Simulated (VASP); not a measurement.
Set up this calculation in VASP 6.6.1, as the native input.

| Property | Result |
| --- | --- |
| Task | relaxation of the atoms |
| Functional | PBE |
| Potentials or basis | VASP PAW PBE potentials, release 64 (Zn, S) |
| Cutoff | 520 eV |
| k mesh | 12 × 12 × 4 |
| Occupations | gaussian, width 0.02 eV |
| Spin | no spin polarisation |
| Dipole correction | no |
| Further INCAR settings | ALGO = Normal; EDIFF = 1e-06; IBRION = 2; EDIFFG = -0.008; NSW = 60 |

The structure of ZnS lies in POSCAR:

```
ZnS
1.0
    3.8440669355      0.0000000000      0.0000000000
   -1.9220334677      3.3290596200      0.0000000000
    0.0000000000      0.0000000000      6.1785502001
Zn S
2 2
Direct
    0.3333333333      0.6666666667     -0.0005970706
    0.6666666667      0.3333333333      0.4994029294
    0.3333333333      0.6666666667      0.3755970706
    0.6666666667      0.3333333333      0.8755970706
```

This cell differs from its parent crystal: strain along c alone, the other axes held: -2.0 %.

One way to write it, as run:

INCAR

```
  PREC = Accurate
  ENCUT = 520
  EDIFF = 1E-6
  ISMEAR = 0
  SIGMA = 0.02
  LREAL = F
  LASPH = T
  NELM = 60
  ALGO = Normal
  ISIF = 2
  LWAVE = F
  LCHARG = F
  GGA = PE
  IBRION = 2
  NSW = 60
  EDIFFG = -0.008
```

KPOINTS

```
Automatic mesh
0
Gamma
  12 12 4
```

Potentials or basis: VASP PAW PBE potentials, release 64 (Zn, S).

Launch:

```bash
$ cat potpaw_PBE.64/Zn/POTCAR potpaw_PBE.64/S/POTCAR > POTCAR
$ mpirun -np 1 vasp_std > vasp.out
```

Results of the run:

* Energy gained by relaxing: 0.2 meV/atom
* Ionic steps: 3
* Pressure after relaxing: 1.7 GPa
* Band gap on the k mesh: 2.21 eV

Caveat: the cell differs from its parent crystal (strain along c alone, the other axes held: -2.0 %).

Run time: 3.7 min on 1 thread of Oxide Virtual Turin-like Processor, on a shared host, peak memory 0.22 GiB.
